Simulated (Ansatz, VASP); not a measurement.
# One calculation of MgO, two programs

```xyz
2
Lattice="0.0000 2.1269 2.1269 2.1269 0.0000 2.1269 2.1269 2.1269 0.0000" Properties=species:S:1:pos:R:3 pbc="T T T"
Mg    0.0000    0.0000    0.0000
O     2.1269    2.1269    2.1269
```

Alike in both runs: functional PBE; k mesh 16 × 16 × 16; occupations fermi-dirac, width 0.08 eV; no spin polarisation.

Ansatz relaxed the structure, and its values are those at the end. VASP's run is a single point on that final structure, the one shown.

|  | VASP | Ansatz |
| --- | --- | --- |
| version | VASP 6.6.1 | Ansatz 0.2.0 |
| potentials or method | VASP PAW PBE potentials, release 64 (Mg, O) | PAW with Ansatz's default frozen-core files, scalar-relativistic |
| plane-wave cutoff (eV) | 520 | 420 |
| valence electrons in the cell | 8 | 16 |

|  | VASP | Ansatz | Ansatz less VASP |
| --- | --- | --- | --- |
| pressure (GPa) | -0.7 | 0.0 | +0.73 |

VASP's potentials hold 8 valence electrons a cell and Ansatz's 16, so a difference there can come from the potentials and not from the codes.
